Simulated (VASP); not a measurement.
# Fe (P6_3/mmc) in VASP: further runs

Fe is run at these levels: PBE; tasks: single point.

All numbers are computed with VASP 6.6.1; they aren't measurements. Logs are shortened: lines on timing, memory, paths and dates and some standing lists are left out, and cuts for length are marked.

### 1 The cell of the first run

The structure is hexagonal, space group P6_3/mmc (No. 194). The conventional cell has a = 2.357 Å, b = 2.357 Å, c = 7.602 Å, α = 90.00°, β = 90.00°, γ = 120.00°. Fe (site symmetry -3m) has 12 Fe at 2.34 to 2.36 Å within 3.1 Å. Fe (site symmetry -6m2) has 12 Fe at 2.34 to 2.36 Å within 3.1 Å.

This isn't the form of Fe at room conditions, which is bcc.

### 2 Single point, PBE, collinear spin, ferromagnetic start

The input, INCAR:

```
PREC     = Accurate       # precision mode
ENCUT    = 520            # plane-wave cutoff, eV
EDIFF    = 1E-7           # SCF threshold, eV
ISMEAR   = -1             # smearing method
SIGMA    = 0.08           # smearing width, eV
LREAL    = F              # projectors in reciprocal space
LASPH    = T              # aspherical terms in the spheres
NELM     = 150            # most SCF steps
ALGO     = Normal         # electronic algorithm
ISIF     = 2              # what is computed and relaxed
LWAVE    = F              # write WAVECAR
LCHARG   = F              # write CHGCAR
ISPIN    = 2              # spin polarisation
MAGMOM   = 2.5 2.5 2.5 2.5 # initial moments
LORBIT   = 11             # projections on sites
LMAXMIX  = 4              # l up to which the mixer works
GGA      = PE             # functional
NBANDS   = 28             # bands
```

The input, KPOINTS:

```
regular mesh
0
Gamma
  15 15 4
```

The input, POSCAR:

```
Fe
1.0
    2.3574076986      0.0000000000      0.0000000000
   -1.1787038493      2.0415749540      0.0000000000
    0.0000000000      0.0000000000      7.6017429717
Fe
4
Direct
    0.0000000000      0.0000000000      0.0000000000
    0.0000000000      0.0000000000      0.5000000000
    0.3333333333      0.6666666667      0.2500000000
    0.6666666667      0.3333333333      0.7500000000
```

Potentials or basis: VASP PAW PBE potentials, release 64 (Fe).

The run is started by

```sh
> cat potpaw_PBE.64/Fe/POTCAR > POTCAR
> mpirun -np 1 vasp_std > vasp.out
```

OUTCAR:

```text
PREC = Accurate
   ENCUT = 520
   EDIFF = 1E-7
   ISMEAR = -1
   LREAL = F
   LASPH = T
   NELM = 150
   ISIF = 2
   ISPIN = 2
   LORBIT = 11
   GGA = PE

 ion  position               nearest neighbor table
   1  0.000  0.000  0.000-   3 2.34   4 2.34   3 2.34   4 2.34   4 2.34   3 2.34
   2  0.000  0.000  0.500-   3 2.34   4 2.34   3 2.34   4 2.34   4 2.34   3 2.34
   3  0.333  0.667  0.250-   1 2.34   2 2.34   1 2.34   2 2.34   1 2.34   2 2.34
   4  0.667  0.333  0.750-   1 2.34   2 2.34   1 2.34   2 2.34   1 2.34   2 2.34

  LATTYP: Found a hexagonal cell.
 ALAT       =     2.3574076986
 C/A-ratio  =     3.2246195583

  Lattice vectors:

 A1 = (   2.3574076986,   0.0000000000,   0.0000000000)
 A2 = (  -1.1787038493,   2.0415749540,   0.0000000000)
 A3 = (   0.0000000000,   0.0000000000,   7.6017429717)

Analysis of symmetry for initial positions (statically):
=====================================================================
 Subroutine PRICEL returns:
 Original cell was already a primitive cell.

 Routine SETGRP: Setting up the symmetry group for a
 hexagonal supercell.

 Subroutine GETGRP returns: Found 24 space group operations
 (whereof 12 operations were pure point group operations)
 out of a pool of 24 trial point group operations.

The static configuration has the point symmetry D_3d.
 The point group associated with its full space group is D_6h.

Analysis of symmetry for dynamics (positions and initial velocities):
=====================================================================
 Subroutine PRICEL returns:
 Original cell was already a primitive cell.

 Routine SETGRP: Setting up the symmetry group for a
 hexagonal supercell.

 Subroutine GETGRP returns: Found 24 space group operations
 (whereof 12 operations were pure point group operations)
 out of a pool of 24 trial point group operations.

The dynamic configuration has the point symmetry D_3d.
 The point group associated with its full space group is D_6h.

Analysis of structural, dynamic, and magnetic symmetry:
=====================================================================
 Subroutine PRICEL returns:
 Original cell was already a primitive cell.

 Routine SETGRP: Setting up the symmetry group for a
 hexagonal supercell.

 Subroutine GETGRP returns: Found 24 space group operations
 (whereof 12 operations were pure point group operations)
 out of a pool of 24 trial point group operations.

The overall configuration has the point symmetry D_3d.
 The point group associated with its full space group is D_6h.

 Subroutine INISYM returns: Found 24 space group operations
 (whereof 12 operations are pure point group operations),
 and found     1 'primitive' translations

----------------------------------------------------------------------------------------

                                     Primitive cell

  volume of cell :      36.5859

  direct lattice vectors                    reciprocal lattice vectors
     2.357407699  0.000000000  0.000000000     0.424194763  0.244908961  0.000000000
    -1.178703849  2.041574954  0.000000000     0.000000000  0.489817921  0.000000000
     0.000000000  0.000000000  7.601742972     0.000000000  0.000000000  0.131548778

  length of vectors
     2.357407699  2.357407699  7.601742972     0.489817921  0.489817921  0.131548778

  position of ions in fractional coordinates (direct lattice)
     0.000000000  0.000000000  0.000000000
     0.000000000  0.000000000  0.500000000
     0.333333333  0.666666667  0.250000000
     0.666666667  0.333333333  0.750000000

  ion indices of the primitive-cell ions
   primitive index   ion index
                 1           1
                 2           2
                 3           3
                 4           4

----------------------------------------------------------------------------------------

 KPOINTS: regular mesh

Automatic generation of k-mesh.
 Grid dimensions read from file:
 generate k-points for:   15   15    4

 Generating k-lattice:

  Cartesian coordinates                     Fractional coordinates (reciprocal lattice)
     0.028279651  0.016327264  0.000000000     0.066666667  0.000000000  0.000000000
     0.000000000  0.032654528  0.000000000     0.000000000  0.066666667  0.000000000
     0.000000000  0.000000000  0.032887195     0.000000000  0.000000000  0.250000000

  Length of vectors
     0.032654528  0.032654528  0.032887195

  Shift w.r.t. Gamma in fractional coordinates (k-lattice)
     0.000000000  0.000000000  0.000000000

 Subroutine IBZKPT returns following result:
 ===========================================

 Found     81 irreducible k-points:

 Following reciprocal coordinates:
            Coordinates               Weight
  0.000000  0.000000  0.000000      1.000000
  0.066667  0.000000  0.000000      6.000000
  0.133333  0.000000  0.000000      6.000000
  0.200000  0.000000  0.000000      6.000000
  0.266667  0.000000  0.000000      6.000000
  0.333333  0.000000  0.000000      6.000000
[... 16 lines left out ...]
  0.333333  0.200000  0.000000     12.000000
  0.400000  0.200000  0.000000      6.000000
 [... further k-points ...]
   k-points           NKPTS =     81   k-points in BZ     NKDIM =     81   number of bands    NBANDS=     28
   number of dos      NEDOS =    301   number of ions     NIONS =      4
   total plane-waves  NPLWV =  19440
   dimension x,y,z NGX =    18 NGY =   18 NGZ =   60
   dimension x,y,z NGXF=    36 NGYF=   36 NGZF=  120
   ions per type =               4
   NGX,Y,Z   is equivalent  to a cutoff of  12.69, 12.69, 13.12 a.u.
   NGXF,Y,Z  is equivalent  to a cutoff of  25.39, 25.39, 26.24 a.u.
 SYSTEM =  unknown system
   PREC   = accura    normal or accurate (medium, high low for compatibility)
   ISTART =      0    job   : 0-new  1-cont  2-samecut
   ICHARG =      2    charge: 1-file 2-atom 10-const
   ISPIN  =      2    spin polarized calculation?
   LNONCOLLINEAR =      F non collinear calculations
   LSORBIT =      F    spin-orbit coupling
   LASPH  =      T    aspherical Exc in radial PAW
   ENCUT  =  520.0 eV  38.22 Ry    6.18 a.u.   4.38  4.38 14.13*2*pi/ulx,y,z
   NELM   =    150;   NELMIN=  2; NELMDL= -5     # of ELM steps
   EDIFF  = 0.1E-06   stopping-criterion for ELM
   LREAL  =      F    real-space projection
   EDIFFG = 0.1E-05   stopping-criterion for IOM
   NSW    =      0    number of steps for IOM
   IBRION =     -1    ionic relax: 0-MD 1-quasi-New 2-CG
   NFREE  =      0    steps in history (QN), initial steepest desc. (CG)
   ISIF   =      2    stress and relaxation
   ISYM   =      2    0-nonsym 1-usesym 2-fastsym
   POTIM  = 0.5000    time-step for ionic-motion
   TEBEG  =    0.0;   TEEND  =   0.0 temperature during run
   PSTRESS=    0.0 pullay stress
   NELECT =      32.0000    total number of electrons
   NUPDOWN=      -1.0000    fix difference up-down
   EMIN   =  10.00;   EMAX   =-10.00  energy-range for DOS
   EFERMI =   0.00;   METHOD = LEGACY
   ISMEAR =    -1;   SIGMA  =   0.08  broadening in eV -4-tet -1-fermi 0-gaus
   EFERMI_NEDOS =   21; number of points for ismear=-14 and -15
   IALGO  =     38    algorithm
   IMIX   =      4    mixing-type and parameters
     AMIX     =   0.40;   BMIX     =  1.00
     AMIX_MAG =   1.60;   BMIX_MAG =  1.00
  volume/ion in A,a.u.               =       9.15        61.72
  Fermi-wavevector in a.u.,A,eV,Ry     =   1.565623  2.958598 33.350250  2.451174
  Thomas-Fermi vector in A             =   2.668071
   LORBIT       =     11    0 simple, 1 ext, 2 COOP (PROOUT), +10 PAW based schemes
   GGA     = PE    functional components
   LHFCALC =     F    Hartree Fock is set to
   AEXX    =    0.0000 exact exchange contribution
   IVDW    =     0    specifies the selected vdW correction
   LEPSILON=     F    determine dielectric tensor
   LRPA    =     F    only Hartree local field effects (RPA)
 spin polarized calculation
  energy-cutoff  :      520.00
  volume of cell :       36.59
 maximum number of plane-waves:      1019
 NGX is ok and might be reduce to    18
   NGX =  9   NGY =  9   NGZ = 29

 number of electron      31.9999968 magnetization      -0.0016071

 number of electron      31.9999968 magnetization       0.0011020

 Free energy of the ion-electron system (eV)
  ---------------------------------------------------
  ext. energy  EPLUGINS =         0.00000000
  ---------------------------------------------------
  free energy    TOTEN  =       -31.96526032 eV

  energy without entropy =      -31.84308381  energy(sigma->0) =      -31.90417207

 E-fermi :   8.1958     XC(G=0): -14.4351

 val. band max:        8.1944763453   @ k =   0.4000   0.0667   0.2500
 cond. band min:       8.1966962165   @ k =   0.2667   0.2667   0.2500
 fundamental gap:      0.0022198712
 Fermi energy:         8.1957853243

 spin component 1

 k-point     1 :       0.0000    0.0000    0.0000
  band No.  band energies     occupation
      1      -1.3408      1.00000
      2       1.1887      1.00000
      3       1.2038      1.00000
      4       2.6108      1.00000
      5       5.7137      1.00000
      6       5.7183      1.00000
[... 20 lines left out ...]
     27      26.3141      0.00000
[... 691 lines left out ...]
      6       4.4179      1.00000
[... 20 lines left out ...]
     27      19.9229      0.00000
     28      22.1115      0.00000

 [... further k-points ...]

 spin component 2

 k-point     1 :       0.0000    0.0000    0.0000
  band No.  band energies     occupation
      1      -1.3408      1.00000
      2       1.1887      1.00000
      3       1.2038      1.00000
      4       2.6109      1.00000
      5       5.7139      1.00000
      6       5.7184      1.00000
[... 20 lines left out ...]
     27      26.3141      0.00000
[... 691 lines left out ...]
      6       4.4180      1.00000
[... 20 lines left out ...]
     27      19.9230      0.00000
     28      22.1116      0.00000

 [... further k-points ...]

------------------------ aborting loop because EDIFF is reached ----------------------------------------

  FORCE on cell =-STRESS in cart. coord.  units (eV):
  Direction    XX          YY          ZZ          XY          YZ          ZX
  --------------------------------------------------------------------------------------
  -------------------------------------------------------------------------------------
  Total        9.4040078      9.4040078      9.4217740     -0.0000000      0.0000000      0.0000000
  in kB      411.8227701    411.8227701    412.6007911     -0.0000000      0.0000000      0.0000000
  external PRESSURE =     412.0821104 kB  Pullay stress =       0.0000000 kB

 VOLUME and BASIS-vectors are now :
 -----------------------------------------------------------------------------
  energy-cutoff  :      520.00
  volume of cell :       36.59
      direct lattice vectors                 reciprocal lattice vectors
     2.357407699  0.000000000  0.000000000     0.424194763  0.244908961  0.000000000
    -1.178703849  2.041574954  0.000000000     0.000000000  0.489817921  0.000000000
     0.000000000  0.000000000  7.601742972     0.000000000  0.000000000  0.131548778

 POSITION                                       TOTAL-FORCE (eV/Angst)
 -----------------------------------------------------------------------------------
      0.00000      0.00000      0.00000         0.000000      0.000000      0.000000
      0.00000      0.00000      3.80087         0.000000      0.000000      0.000000
     -0.00000      1.36105      1.90044         0.000000      0.000000     -0.000000
      1.17870      0.68052      5.70131        -0.000000     -0.000000      0.000000
 -----------------------------------------------------------------------------------
    total drift:                                0.000000     -0.000000      0.000000

  FREE ENERGIE OF THE ION-ELECTRON SYSTEM (eV)
  ---------------------------------------------------
  free  energy   TOTEN  =       -31.9652603222 eV

  energy  without entropy=      -31.8430838129  energy(sigma->0) =      -31.90417207

 total charge

# of ion       s       p       d       tot
------------------------------------------
    1        0.597   0.752   6.466   7.814
    2        0.597   0.752   6.466   7.814
    3        0.596   0.756   6.464   7.817
    4        0.596   0.756   6.464   7.817
--------------------------------------------------
tot          2.386   3.015  25.860  31.262

 magnetization (x)

# of ion       s       p       d       tot
------------------------------------------
    1       -0.000  -0.000   0.000   0.000
    2       -0.000  -0.000   0.000   0.000
    3       -0.000  -0.000   0.000   0.000
    4       -0.000  -0.000   0.000   0.000
--------------------------------------------------
tot         -0.000  -0.000   0.001   0.001
```

It took 5 min on 1 thread of Intel Xeon 8259CL, shared host; peak memory 0.24 GiB.

What came out:

```
Free energy                                           : -31.9653 eV
Pressure                                              : 41.2 GPa
Band gap on the k mesh                                : zero (filled and empty bands overlap)
Net moment                                            : 0.00 μB per cell
Valence electrons inside the program's atomic spheres : Fe 7.81, 7.82 (each value once)
```

Levels at points of the mesh, in eV from the Fermi level:
Spin up:
| k point | band 14 | band 15 | band 16 | band 17 | band 18 | band 19 |
| --- | --- | --- | --- | --- | --- | --- |
| (0.00, 0.00, 0.00) | -1.56 | -1.56 | -0.55 | -0.55 | -0.02 | -0.02 |
| (0.00, 0.00, 0.50) | -1.78 | -1.31 | -1.31 | -0.26 | -0.26 | -0.26 |
Spin down:
```tsv
k point	band 14	band 15	band 16	band 17	band 18	band 19
(0.00, 0.00, 0.00)	-1.56	-1.56	-0.55	-0.55	-0.02	-0.02
(0.00, 0.00, 0.50)	-1.78	-1.31	-1.31	-0.26	-0.26	-0.26
```

Caveat: the cell stands under pressure.

### 3 Single point, PBE, collinear spin, ferromagnetic start (9.15 Å³/atom)

The input, INCAR:

```
SYSTEM = Fe
PREC = Accurate
ENCUT = 520
EDIFF = 1E-6
ISMEAR = -1
SIGMA = 0.08
LREAL = .FALSE.
LASPH = .TRUE.
NELM = 150
ALGO = Normal
ISIF = 2
LWAVE = .FALSE.
LCHARG = .TRUE.
ISPIN = 2
MAGMOM = 2.5 2.5 2.5 2.5
LORBIT = 11
LMAXMIX = 4
GGA = PE
LELF = .TRUE.
LVHAR = .TRUE.
NBANDS = 28
```

The input, KPOINTS:

```
Automatic mesh
0
G
  15 15 4
  0 0 0
```

POSCAR is that of step 2.

Potentials or basis: VASP PAW PBE potentials, release 64 (Fe).

The run is started by

```sh
> cat potpaw_PBE.64/Fe/POTCAR > POTCAR
> mpirun -np 1 vasp_std > vasp.out
```

It took 5 min on 1 thread of Intel Xeon 8259CL, shared host; peak memory 0.24 GiB.

It converged, with:

```yaml
Free_energy: -31.9653 eV
Pressure: 41.2 GPa
Band_gap_on_the_k_mesh: zero (filled and empty bands overlap)
Net_moment: 0.00 μB per cell
Valence_electrons_inside_the_program's_atomic_spheres: Fe 7.81, 7.82 (each value once)
```

Stress tensor (GPa, compression positive):
```
41.18  0.00  0.00
 0.00 41.18  0.00
 0.00  0.00 41.25
```

Levels at points of the mesh, in eV from the Fermi level:
Spin up:
| k point | band 14 | band 15 | band 16 | band 17 | band 18 | band 19 |
| --- | --- | --- | --- | --- | --- | --- |
| (0.00, 0.00, 0.00) | -1.56 | -1.56 | -0.55 | -0.55 | -0.02 | -0.02 |
| (0.00, 0.00, 0.50) | -1.78 | -1.31 | -1.31 | -0.26 | -0.26 | -0.26 |
Spin down:
| k point | band 14 | band 15 | band 16 | band 17 | band 18 | band 19 |
| --- | --- | --- | --- | --- | --- | --- |
| (0.00, 0.00, 0.00) | -1.56 | -1.56 | -0.55 | -0.55 | -0.02 | -0.02 |
| (0.00, 0.00, 0.50) | -1.78 | -1.31 | -1.31 | -0.26 | -0.26 | -0.26 |

Caveat: the cell stands under pressure.
